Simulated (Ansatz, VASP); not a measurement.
# One calculation of Cd, two programs

```
Cd
1.0
     0.00000    2.25233    2.25233
     2.25233    0.00000    2.25233
     2.25233    2.25233    0.00000
Cd
1
Direct
  0.00000 0.00000 0.00000
```

Alike in both runs: functional PBE; k mesh 22 × 22 × 22; occupations gaussian, width 0.1 eV; no spin polarisation.

Ansatz relaxed the structure, and its values are those at the end. VASP's run is a single point on that final structure, the one shown.

|  | VASP | Ansatz |
| --- | --- | --- |
| version | VASP 6.6.1 | Ansatz 0.2.0 |
| potentials or method | VASP PAW PBE potentials, release 64 (Cd), cutoff 520 eV | scalar-relativistic, plane waves, PAW |
| valence electrons in the cell | 12 | 20 |

VASP gave:

| Item | Value |
| --- | --- |
| gap on the k mesh at the Fermi level (eV) | none |
| pressure (GPa) | 0.2 |

Problem. Which values does Ansatz return?

Solution. gap on the k mesh at the Fermi level (eV): none; pressure (GPa): 0.0.

A gap of «none» marks a metal or a gap that the smearing closes. The functional is the same, so the differences come from potentials, cutoffs and numerics. VASP's potentials hold 12 valence electrons a cell and Ansatz's 20, so a difference there can come from the potentials and not from the codes.
